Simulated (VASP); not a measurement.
Set up this calculation in VASP 6.6.1, as the native input.

```
Task                   : single point
Functional             : PBE
Potentials or basis    : VASP PAW PBE potentials, release 64 (Li_sv)
Cutoff                 : 520 eV
k mesh                 : 13 × 13 × 13
Occupations            : fermi-dirac, width 0.08 eV
Spin                   : no spin polarisation
Dipole correction      : no
Further INCAR settings : ALGO = Normal; EDIFF = 1e-07; NBANDS = 8
```

The structure of Li lies in POSCAR:

```
Li
1.0
    0.0000000000      2.1946353965      2.1946353965
    2.1946353965      0.0000000000      2.1946353965
    2.1946353965      2.1946353965      0.0000000000
Li
1
Direct
    0.0000000000      0.0000000000      0.0000000000
```

This isn't the form of Li at room conditions, which is bcc.

The input as run:

INCAR

```
  ALGO = Normal
  EDIFF = 1E-7
  ENCUT = 520
  GGA = PE
  ISIF = 2
  ISMEAR = -1
  LASPH = T
  LCHARG = T
  LELF = T
  LREAL = F
  LVHAR = T
  LWAVE = F
  NBANDS = 8
  NELM = 100
  PREC = Accurate
  SIGMA = 0.08
```

KPOINTS

```
k-points
0
Gamma
  13 13 13
```

Potentials or basis: VASP PAW PBE potentials, release 64 (Li_sv).

Command:

```console
$ cat potpaw_PBE.64/Li_sv/POTCAR > POTCAR
$ mpirun -np 1 vasp_std > vasp.out
```

It gave:

| Item | Value |
| --- | --- |
| Band gap on the k mesh | zero (an odd number of electrons rules out a gap without spin polarisation) |

Wall time 14 s on 1 thread of Intel Xeon 8259CL, on a shared host, peak memory 0.13 GiB.
